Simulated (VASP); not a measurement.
A run of VASP 6.6.1:

File INCAR:

```
SYSTEM = Mg
  ALGO = Normal
  EDIFF = 1E-6
  ENCUT = 520
  GGA = PS
  ISIF = 2
  ISMEAR = -1
  LASPH = .True.
  LCHARG = .False.
  LREAL = .False.
  LWAVE = .False.
  NBANDS = 25
  NELM = 100
  PREC = Accurate
  SIGMA = 0.1
```

Contents of KPOINTS:

```
k-points
0
Gamma
  3 2 3
  0 0 0
```

Contents of POSCAR:

```
Mg
1.0
    6.4200000000      0.0000000000      0.0000000000
   -4.8150000000      8.3398250000      0.0000000000
    0.0000000000      0.0000000000      5.2130400000
Mg
13
Direct
    0.0026842330     -0.0046596471     -0.0101677298
    0.1388230377      0.2050404446      0.5356544895
   -0.0155158278      0.3222519384      0.1185732177
    0.2091655677      0.5963588893      0.4839531804
   -0.0215956951      0.6402249831     -0.0164346644
    0.0528748882      0.8390769282      0.4961797492
    0.4700066237     -0.0312226860     -0.1390583620
    0.7919200593      0.3148525663      0.6526155640
    0.4557817134      0.3425576266     -0.0193455294
    0.6212037917      0.5287977182      0.4606750929
    0.5153338578      0.6715322545     -0.0403090900
    0.6544129578      0.8992174671      0.4141403825
    0.4655028625      0.1139836166      0.3162270794
```

Potentials or basis: VASP PAW PBE potentials, release 64 (Mg).

Command:

```bash
$ cat potpaw_PBE.64/Mg/POTCAR > POTCAR
$ mpirun -np 1 vasp_std > vasp.out
```

Hardware: 1 thread of Intel(R) Xeon(R) Platinum 8375C CPU @ 2.90GHz (Ice Lake), with other jobs on the host.

Estimate the wall time of this run.

Run time: 60 s on 1 thread of Intel(R) Xeon(R) Platinum 8375C CPU @ 2.90GHz (Ice Lake), with other jobs on the host, peak memory 0.37 GiB. Counts: scf iterations 12, k points 10.
